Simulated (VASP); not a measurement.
Wanted: the native input for a VASP 6.6.1 run.

```yaml
Task: single point
Functional: LDA
Potentials_or_basis: VASP PAW LDA potentials, release 64 (Hf_pv, C)
Cutoff: 520 eV
k_mesh: 9 × 9 × 5
Occupations: fermi-dirac, width 0.05 eV
Spin: no spin polarisation
Dipole_correction: no
Further_INCAR_settings: ALGO = Normal; EDIFF = 1e-07; NBANDS = 22
```

The structure of HfC lies in POSCAR:

```
HfC
1.0
    3.3650048841      0.0000000000      0.0000000000
   -1.6825024420      2.9141797134      0.0000000000
    0.0000000000      0.0000000000      5.2371700637
Hf C
2 2
Direct
    0.3333333333      0.6666666667      0.2500000000
    0.6666666667      0.3333333333      0.7500000000
    0.0000000000      0.0000000000      0.5000000000
    0.0000000000      0.0000000000      0.0000000000
```

One way to write it, as run:

INCAR

```
SYSTEM = HfC
PREC = Accurate
ENCUT = 520
EDIFF = 1E-7
ISMEAR = -1
SIGMA = 0.05
LREAL = .False.
LASPH = .True.
NELM = 60
ALGO = Normal
ISIF = 2
LWAVE = .False.
LCHARG = .False.
NBANDS = 22
```

KPOINTS

```
regular mesh
0
Gamma
  9 9 5
  0 0 0
```

Potentials or basis: VASP PAW LDA potentials, release 64 (Hf_pv, C).

Run with:

```sh
$ cat potpaw_LDA.64/Hf_pv/POTCAR potpaw_LDA.64/C/POTCAR > POTCAR
$ mpirun -np 1 vasp_std > vasp.out
```

It gave:

* Pressure: -16.4 GPa
* Band gap on the k mesh: zero (band 14 reaches 7.11 eV, above the bottom of band 15 at 6.06 eV)

Caveat: spin-orbit coupling is left out, which moves the levels of the heavy elements.

Wall time 75 s on 1 thread of AMD EPYC 7R13, with other jobs on the host, peak memory 0.15 GiB.
